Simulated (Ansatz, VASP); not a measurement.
## One calculation of SiC, two programs

```
CELL_PARAMETERS angstrom
-0.01732 2.16886 2.18618
2.16886 -0.01732 2.18618
2.15155 2.15155 0.00000
ATOMIC_POSITIONS crystal
Si 0.99924 0.99924 0.00076
C 0.25076 0.25076 0.24924
```

Change from the starting cell: strained cell.

Alike in both runs: functional LDA; k mesh 10 × 10 × 10; occupations gaussian, width 0.02 eV; no spin polarisation.

Ansatz relaxed the structure, and its values are those at the end. VASP's run is a single point on that final structure, the one shown.

|  | VASP | Ansatz |
| --- | --- | --- |
| version | VASP 6.6.1 | Ansatz 0.2.0 |
| potentials or method | VASP PAW LDA potentials, release 64 (Si, C), cutoff 600 eV | scalar-relativistic, plane waves, PAW |
| valence electrons in the cell | 8 | 8 |

```csv
,VASP,Ansatz,Ansatz less VASP
gap on the k mesh at the Fermi level (eV),1.18,1.19,+0.013
least direct gap on the mesh (eV),4.34,4.36,+0.017
pressure (GPa),-2.8,-3.1,-0.24
```

Ansatz warns that its potentials were made for another functional, while VASP's fit it. LDA's correlation is that of Perdew and Zunger in VASP and of Perdew and Wang (1992) in Ansatz. Ansatz's warnings: stress scf threshold loose.
